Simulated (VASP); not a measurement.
# Ni (Fm-3m) in VASP: a series of runs

The runs below take Ni through single point, with LDA.

Everything below comes from runs of VASP 6.6.1. Logs are shortened: lines on timing, memory, paths and dates and some standing lists are left out, and cuts for length are marked.

## 1. The cell of the first run

The structure is cubic, space group Fm-3m (No. 225). The conventional cell has a = 3.570 Å, b = 3.570 Å, c = 3.570 Å, α = 90.00°, β = 90.00°, γ = 90.00°. Ni (site symmetry m-3m) has 12 Ni at 2.52 Å within 3.3 Å.

## 2. Single point, LDA (volume scaled by 1.04)

INCAR reads:

```
  PREC = Accurate
  ENCUT = 520
  EDIFF = 1E-6
  ISMEAR = -1
  SIGMA = 0.1
  LREAL = False
  LASPH = True
  NELM = 60
  ALGO = Normal
  ISIF = 2
  LWAVE = False
  LCHARG = False
  NBANDS = 11
```

KPOINTS reads:

```
Automatic mesh
0
Gamma
  16 16 16
```

POSCAR reads:

```
Ni
1.0
    0.0000000000      1.7851210142      1.7851210142
    1.7851210142      0.0000000000      1.7851210142
    1.7851210142      1.7851210142      0.0000000000
Ni
1
Direct
    0.0000000000      0.0000000000      0.0000000000
```

Potentials or basis: VASP PAW LDA potentials, release 64 (Ni).

Launch:

```
$ cat potpaw_LDA.64/Ni/POTCAR > POTCAR
$ mpirun -np 1 vasp_std > vasp.out
```

OUTCAR:

```text
PREC = Accurate
   ENCUT = 520
   EDIFF = 1E-6
   ISMEAR = -1
   LREAL = False
   LASPH = True
   NELM = 60
   ISIF = 2

 ion  position               nearest neighbor table
   1  0.000  0.000  0.000-

  LATTYP: Found a face centered cubic cell.
 ALAT       =     3.5702420284

  Lattice vectors:

 A1 = (   0.0000000000,   1.7851210142,   1.7851210142)
 A2 = (   1.7851210142,   0.0000000000,   1.7851210142)
 A3 = (   1.7851210142,   1.7851210142,   0.0000000000)

Analysis of symmetry for initial positions (statically):
=====================================================================
 Subroutine PRICEL returns:
 Original cell was already a primitive cell.

 Routine SETGRP: Setting up the symmetry group for a
 face centered cubic supercell.

 Subroutine GETGRP returns: Found 48 space group operations
 (whereof 48 operations were pure point group operations)
 out of a pool of 48 trial point group operations.

The static configuration has the point symmetry O_h .

Analysis of symmetry for dynamics (positions and initial velocities):
=====================================================================
 Subroutine PRICEL returns:
 Original cell was already a primitive cell.

 Routine SETGRP: Setting up the symmetry group for a
 face centered cubic supercell.

 Subroutine GETGRP returns: Found 48 space group operations
 (whereof 48 operations were pure point group operations)
 out of a pool of 48 trial point group operations.

The dynamic configuration has the point symmetry O_h .

 Subroutine INISYM returns: Found 48 space group operations
 (whereof 48 operations are pure point group operations),
 and found     1 'primitive' translations

----------------------------------------------------------------------------------------

                                     Primitive cell

  volume of cell :      11.3771

  direct lattice vectors                    reciprocal lattice vectors
     0.000000000  1.785121014  1.785121014    -0.280093056  0.280093056  0.280093056
     1.785121014  0.000000000  1.785121014     0.280093056 -0.280093056  0.280093056
     1.785121014  1.785121014  0.000000000     0.280093056  0.280093056 -0.280093056

  length of vectors
     2.524542349  2.524542349  2.524542349     0.485135404  0.485135404  0.485135404

  position of ions in fractional coordinates (direct lattice)
     0.000000000  0.000000000  0.000000000

  ion indices of the primitive-cell ions
   primitive index   ion index
                 1           1

[... 73 lines left out ...]
   EDIFFG = 0.1E-04   stopping-criterion for IOM
   NSW    =      0    number of steps for IOM
   IBRION =     -1    ionic relax: 0-MD 1-quasi-New 2-CG
   NFREE  =      0    steps in history (QN), initial steepest desc. (CG)
   ISIF   =      2    stress and relaxation
   ISYM   =      2    0-nonsym 1-usesym 2-fastsym
   POTIM  = 0.5000    time-step for ionic-motion
   TEBEG  =    0.0;   TEEND  =   0.0 temperature during run
   PSTRESS=    0.0 pullay stress
   NELECT =      10.0000    total number of electrons
   NUPDOWN=      -1.0000    fix difference up-down
   EMIN   =  10.00;   EMAX   =-10.00  energy-range for DOS
   EFERMI =   0.00;   METHOD = LEGACY
   ISMEAR =    -1;   SIGMA  =   0.10  broadening in eV -4-tet -1-fermi 0-gaus
   EFERMI_NEDOS =   21; number of points for ismear=-14 and -15
   IALGO  =     38    algorithm
   IMIX   =      4    mixing-type and parameters
     AMIX     =   0.40;   BMIX     =  1.00
     AMIX_MAG =   1.60;   BMIX_MAG =  1.00
  volume/ion in A,a.u.               =      11.38        76.78
  Fermi-wavevector in a.u.,A,eV,Ry     =   1.568185  2.963439 33.459485  2.459203
  Thomas-Fermi vector in A             =   2.670253
   LORBIT       =      0    0 simple, 1 ext, 2 COOP (PROOUT), +10 PAW based schemes
   GGA     = CA    functional components
   LHFCALC =     F    Hartree Fock is set to
   AEXX    =    0.0000 exact exchange contribution
   IVDW    =     0    specifies the selected vdW correction
   LEPSILON=     F    determine dielectric tensor
   LRPA    =     F    only Hartree local field effects (RPA)
 non-spin polarized calculation
  energy-cutoff  :      520.00
  volume of cell :       11.38
 maximum number of plane-waves:       331
   NGX =  9   NGY =  9   NGZ =  9

 number of electron      10.0000000 magnetization

 Free energy of the ion-electron system (eV)
  ---------------------------------------------------
  ext. energy  EPLUGINS =         0.00000000
  ---------------------------------------------------
  free energy    TOTEN  =        -6.47501288 eV

  energy without entropy =       -6.38143229  energy(sigma->0) =       -6.42822258

 E-fermi :   8.2679     XC(G=0): -13.3485

 val. band max:        8.2663172245   @ k =   0.4375   0.3125   0.0000
 cond. band min:       8.2784850327   @ k =   0.5000   0.2500   0.0000
 fundamental gap:      0.0121678082
 Fermi energy:         8.2678766361

 k-point     1 :       0.0000    0.0000    0.0000
  band No.  band energies     occupation
      1      -0.2550      2.00000
      2       6.4918      2.00000
      3       6.4918      2.00000
      4       6.4918      2.00000
      5       7.5457      1.99854
      6       7.5457      1.99854
      7      31.8001      0.00000
      8      35.2336      0.00000
      9      35.2336      0.00000
     10      35.2336      0.00000
     11      38.1276      0.00000
[... 309 lines left out ...]
 k-point    24 :      -0.0625    0.0625    0.0000
  band No.  band energies     occupation
      1       0.1370      2.00000
      2       6.3829      2.00000
      3       6.5722      2.00000
      4       6.5882      2.00000
      5       7.4651      1.99935
      6       7.5607      1.99830
      7      30.3583      0.00000
      8      31.7811      0.00000
      9      34.0788      0.00000
     10      35.8036      0.00000
     11      38.2964      0.00000

 [... further k-points ...]
[... 5 lines left out ...]
  --------------------------------------------------------------------------------------
  -------------------------------------------------------------------------------------
  Total       -1.6786004     -1.6786004     -1.6786004     -0.0000000      0.0000000      0.0000000
  in kB     -236.3877264   -236.3877264   -236.3877264     -0.0000000      0.0000000      0.0000000
  external PRESSURE =    -236.3877264 kB  Pullay stress =       0.0000000 kB

 VOLUME and BASIS-vectors are now :
 -----------------------------------------------------------------------------
  energy-cutoff  :      520.00
  volume of cell :       11.38
      direct lattice vectors                 reciprocal lattice vectors
     0.000000000  1.785121014  1.785121014    -0.280093056  0.280093056  0.280093056
     1.785121014  0.000000000  1.785121014     0.280093056 -0.280093056  0.280093056
     1.785121014  1.785121014  0.000000000     0.280093056  0.280093056 -0.280093056

 POSITION                                       TOTAL-FORCE (eV/Angst)
 -----------------------------------------------------------------------------------
      0.00000      0.00000      0.00000         0.000000      0.000000      0.000000
 -----------------------------------------------------------------------------------
    total drift:                                0.000000      0.000000      0.000000

  FREE ENERGIE OF THE ION-ELECTRON SYSTEM (eV)
  ---------------------------------------------------
  free  energy   TOTEN  =        -6.4750128754 eV

  energy  without entropy=       -6.3814322943  energy(sigma->0) =       -6.42822258
```

OSZICAR:

```text
N       E                     dE             d eps       ncg     rms          rms(c)
DAV:   1     0.280744327518E+02    0.28074E+02   -0.49425E+03  3255   0.124E+03
DAV:   2    -0.665100263732E+01   -0.34725E+02   -0.32975E+02  3289   0.172E+02
DAV:   3    -0.759381925909E+01   -0.94282E+00   -0.93147E+00  3623   0.329E+01
DAV:   4    -0.760160971086E+01   -0.77905E-02   -0.77880E-02  3534   0.269E+00
DAV:   5    -0.760178080174E+01   -0.17109E-03   -0.17109E-03  3656   0.383E-01    0.963E+00
DAV:   6    -0.696047204316E+01    0.64131E+00   -0.18375E+01  3781   0.594E+01    0.669E+00
DAV:   7    -0.649498190043E+01    0.46549E+00   -0.36831E+00  3781   0.246E+01    0.146E+00
DAV:   8    -0.647754915300E+01    0.17433E-01   -0.24387E-02  4572   0.144E+00    0.451E-01
DAV:   9    -0.647501989505E+01    0.25293E-02   -0.24934E-03  4617   0.337E-01    0.549E-02
DAV:  10    -0.647500826767E+01    0.11627E-04   -0.43665E-05  4459   0.484E-02    0.434E-02
DAV:  11    -0.647501288458E+01   -0.46169E-05   -0.23650E-06  3525   0.159E-02    0.217E-03
DAV:  12    -0.647501287545E+01    0.91327E-08   -0.40924E-08  1739   0.181E-03
   1 F= -.64750129E+01 E0= -.64282226E+01  d E =-.935806E-01
```

Wall time 15 s (1 thread of Intel Xeon Platinum 8259CL at 2.50GHz (Skylake/Cascade Lake), shared host); peak memory 0.13 GiB.

What came out:

- Free energy: -6.4750 eV
- Pressure: -23.6 GPa
- Band gap on the k mesh: zero (band 5 reaches 8.39 eV, above the bottom of band 6 at 7.51 eV)

Caveat: the run has no spin polarisation, though such a crystal can be magnetic. Spin polarisation is off, so any magnetic state and its effect on volume and gap are missing.

## 3. Single point, LDA (volume scaled by 1.1)

INCAR reads:

```
SYSTEM = Ni
PREC     = Accurate       ! precision mode
ENCUT    = 520            ! plane-wave cutoff, eV
EDIFF    = 1E-6           ! SCF threshold, eV
ISMEAR   = -1             ! smearing method
SIGMA    = 0.1            ! smearing width, eV
LREAL    = .FALSE.        ! projectors in reciprocal space
LASPH    = .TRUE.         ! aspherical terms in the spheres
NELM     = 80             ! most SCF steps
ALGO     = Normal         ! electronic algorithm
ISIF     = 2              ! what is computed and relaxed
LWAVE    = .FALSE.        ! write WAVECAR
LCHARG   = .FALSE.        ! write CHGCAR
NBANDS   = 11             ! bands
```

KPOINTS reads:

```
Automatic mesh
0
G
  16 16 16
  0 0 0
```

POSCAR reads:

```
Ni
1.0
    0.0000000000      1.8188104652      1.8188104652
    1.8188104652      0.0000000000      1.8188104652
    1.8188104652      1.8188104652      0.0000000000
Ni
1
Direct
    0.0000000000      0.0000000000      0.0000000000
```

Potentials or basis: VASP PAW LDA potentials, release 64 (Ni).

Launch:

```
$ cat potpaw_LDA.64/Ni/POTCAR > POTCAR
$ mpirun -np 1 vasp_std > vasp.out
```

Wall time 16 s (1 thread of Intel Xeon Platinum 8259CL at 2.50GHz (Skylake/Cascade Lake), shared host); peak memory 0.13 GiB.

The run converged. Its results:

```yaml
Free_energy: -6.3651 eV
Pressure: -29.6 GPa
Band_gap_on_the_k_mesh: zero (band 5 reaches 7.63 eV, above the bottom of band 6 at 6.82 eV)
```

Levels at points of the mesh, in eV from the Fermi level:
| k point | band 1 | band 2 | band 3 | band 4 | band 5 | band 6 | band 7 | band 8 | band 9 | band 10 |
| --- | --- | --- | --- | --- | --- | --- | --- | --- | --- | --- |
| (0.00, 0.00, 0.00) | -8.15 | -1.64 | -1.64 | -1.64 | -0.67 | -0.67 | 23.06 | 26.06 | 26.06 | 26.06 |
| (0.50, 0.00, 0.00) | -3.92 | -1.66 | -1.66 | -0.04 | -0.04 | 0.08 | 5.37 | 21.62 | 23.05 | 23.05 |
| (0.50, 0.50, 0.00) | -3.71 | -3.21 | -0.04 | 0.11 | 0.11 | 2.57 | 8.68 | 14.04 | 14.04 | 18.86 |

Caveat: the run has no spin polarisation, though such a crystal can be magnetic.

## 4. Single point, LDA (volume scaled by 1.25)

INCAR reads:

```
PREC = Accurate
ENCUT = 520
EDIFF = 1E-7
ISMEAR = -1
SIGMA = 0.1
LREAL = False
LASPH = True
NELM = 100
ALGO = Normal
ISIF = 2
LWAVE = False
LCHARG = False
GGA = CA
NBANDS = 11
```

KPOINTS reads:

```
Automatic mesh
0
Gamma
  16 16 16
```

POSCAR reads:

```
Ni
1.0
    0.0000000000      1.8979869428      1.8979869428
    1.8979869428      0.0000000000      1.8979869428
    1.8979869428      1.8979869428      0.0000000000
Ni
1
Direct
    0.0000000000      0.0000000000      0.0000000000
```

Potentials or basis: VASP PAW LDA potentials, release 64 (Ni).

Launch:

```
$ cat potpaw_LDA.64/Ni/POTCAR > POTCAR
$ mpirun -np 1 vasp_std > vasp.out
```

OUTCAR:

```text
PREC = Accurate
   ENCUT = 520
   EDIFF = 1E-7
   ISMEAR = -1
   LREAL = False
   LASPH = True
   NELM = 100
   ISIF = 2
   GGA = CA

 ion  position               nearest neighbor table
   1  0.000  0.000  0.000-

  LATTYP: Found a face centered cubic cell.
 ALAT       =     3.7959738856

  Lattice vectors:

 A1 = (   0.0000000000,   1.8979869428,   1.8979869428)
 A2 = (   1.8979869428,   0.0000000000,   1.8979869428)
 A3 = (   1.8979869428,   1.8979869428,   0.0000000000)

Analysis of symmetry for initial positions (statically):
=====================================================================
 Subroutine PRICEL returns:
 Original cell was already a primitive cell.

 Routine SETGRP: Setting up the symmetry group for a
 face centered cubic supercell.

 Subroutine GETGRP returns: Found 48 space group operations
 (whereof 48 operations were pure point group operations)
 out of a pool of 48 trial point group operations.

The static configuration has the point symmetry O_h .

Analysis of symmetry for dynamics (positions and initial velocities):
=====================================================================
 Subroutine PRICEL returns:
 Original cell was already a primitive cell.

 Routine SETGRP: Setting up the symmetry group for a
 face centered cubic supercell.

 Subroutine GETGRP returns: Found 48 space group operations
 (whereof 48 operations were pure point group operations)
 out of a pool of 48 trial point group operations.

The dynamic configuration has the point symmetry O_h .

 Subroutine INISYM returns: Found 48 space group operations
 (whereof 48 operations are pure point group operations),
 and found     1 'primitive' translations

----------------------------------------------------------------------------------------

                                     Primitive cell

  volume of cell :      13.6744
[... 105 lines left out ...]
   IMIX   =      4    mixing-type and parameters
     AMIX     =   0.40;   BMIX     =  1.00
     AMIX_MAG =   1.60;   BMIX_MAG =  1.00
  volume/ion in A,a.u.               =      13.67        92.28
  Fermi-wavevector in a.u.,A,eV,Ry     =   1.474931  2.787215 29.598393  2.175421
  Thomas-Fermi vector in A             =   2.589642
   LORBIT       =      0    0 simple, 1 ext, 2 COOP (PROOUT), +10 PAW based schemes
   GGA     = CA    functional components
   LHFCALC =     F    Hartree Fock is set to
   AEXX    =    0.0000 exact exchange contribution
   IVDW    =     0    specifies the selected vdW correction
   LEPSILON=     F    determine dielectric tensor
   LRPA    =     F    only Hartree local field effects (RPA)
 non-spin polarized calculation
  energy-cutoff  :      520.00
  volume of cell :       13.67
 maximum number of plane-waves:       381
   NGX =  9   NGY =  9   NGZ =  9

 number of electron      10.0000000 magnetization

 number of electron       9.9999992 magnetization

 Free energy of the ion-electron system (eV)
  ---------------------------------------------------
  ext. energy  EPLUGINS =         0.00000000
  ---------------------------------------------------
  free energy    TOTEN  =        -6.01886848 eV

  energy without entropy =       -5.91303624  energy(sigma->0) =       -5.96595236

 E-fermi :   5.9944     XC(G=0): -12.3077

 val. band max:        5.9942405472   @ k =  -0.3750   0.4375   0.0625
 cond. band min:       5.9969567169   @ k =   0.3750   0.1875   0.0625
 fundamental gap:      0.0027161698
 Fermi energy:         5.9944389161

 k-point     1 :       0.0000    0.0000    0.0000
  band No.  band energies     occupation
      1      -1.3558      2.00000
      2       4.6270      2.00000
      3       4.6270      2.00000
      4       4.6270      2.00000
      5       5.4273      1.99314
      6       5.4273      1.99314
      7      27.9644      0.00000
      8      30.0174      0.00000
      9      30.0174      0.00000
     10      30.0174      0.00000
     11      32.6276      0.00000
[... 309 lines left out ...]
 k-point    24 :      -0.0625    0.0625    0.0000
  band No.  band energies     occupation
      1      -1.0125      2.00000
      2       4.5468      2.00000
      3       4.6886      2.00000
      4       4.7009      2.00000
      5       5.3681      1.99620
      6       5.4394      1.99226
      7      26.0863      0.00000
      8      26.9027      0.00000
      9      29.3222      0.00000
     10      30.5093      0.00000
     11      32.8021      0.00000

 [... further k-points ...]
[... 5 lines left out ...]
  --------------------------------------------------------------------------------------
  -------------------------------------------------------------------------------------
  Total       -3.1212669     -3.1212669     -3.1212669      0.0000000      0.0000000      0.0000000
  in kB     -365.7057829   -365.7057829   -365.7057829      0.0000000      0.0000000      0.0000000
  external PRESSURE =    -365.7057829 kB  Pullay stress =       0.0000000 kB

 VOLUME and BASIS-vectors are now :
 -----------------------------------------------------------------------------
  energy-cutoff  :      520.00
  volume of cell :       13.67
      direct lattice vectors                 reciprocal lattice vectors
     0.000000000  1.897986943  1.897986943    -0.263437007  0.263437007  0.263437007
     1.897986943  0.000000000  1.897986943     0.263437007 -0.263437007  0.263437007
     1.897986943  1.897986943  0.000000000     0.263437007  0.263437007 -0.263437007

 POSITION                                       TOTAL-FORCE (eV/Angst)
 -----------------------------------------------------------------------------------
      0.00000      0.00000      0.00000        -0.000000      0.000000     -0.000000
 -----------------------------------------------------------------------------------
    total drift:                                0.000000      0.000000      0.000000

  FREE ENERGIE OF THE ION-ELECTRON SYSTEM (eV)
  ---------------------------------------------------
  free  energy   TOTEN  =        -6.0188684840 eV

  energy  without entropy=       -5.9130362405  energy(sigma->0) =       -5.96595236
```

stdout:

```text
POSCAR found type information on POSCAR Ni
 POSCAR found :  1 types and       1 ions
 scaLAPACK will be used
 LDA part: xc-table for (Slater(with rela. corr.)+CA(PZ))
 , standard interpolation
 POSCAR, INCAR and KPOINTS ok, starting setup
 FFT: planning ... GRIDC
 FFT: planning ... GRID_SOFT
 FFT: planning ... GRID
 WAVECAR not read
 entering main loop
```

It took 15 s on 1 thread of Intel Xeon Platinum 8259CL at 2.50GHz (Skylake/Cascade Lake), shared host; peak memory 0.13 GiB.

What came out:

| Property | Result |
| --- | --- |
| Free energy | -6.0189 eV |
| Pressure | -36.6 GPa |
| Band gap on the k mesh | zero (band 5 reaches 6.07 eV, above the bottom of band 6 at 5.40 eV) |

Levels at points of the mesh, in eV from the Fermi level:
```
           k point  band 3  band 4  band 5  band 6  band 7  band 8
(0.00, 0.00, 0.00)   -1.37   -1.37   -0.57   -0.57   21.97   24.02
(0.50, 0.00, 0.00)   -1.38   -0.05   -0.05    0.31    4.61   20.60
(0.50, 0.50, 0.00)   -0.05    0.07    0.07    2.53    7.67   12.97
```

Caveat: the run has no spin polarisation, though such a crystal can be magnetic. Spin polarisation is off, so any magnetic state and its effect on volume and gap are missing.

(Continued in part 2 of 2.)
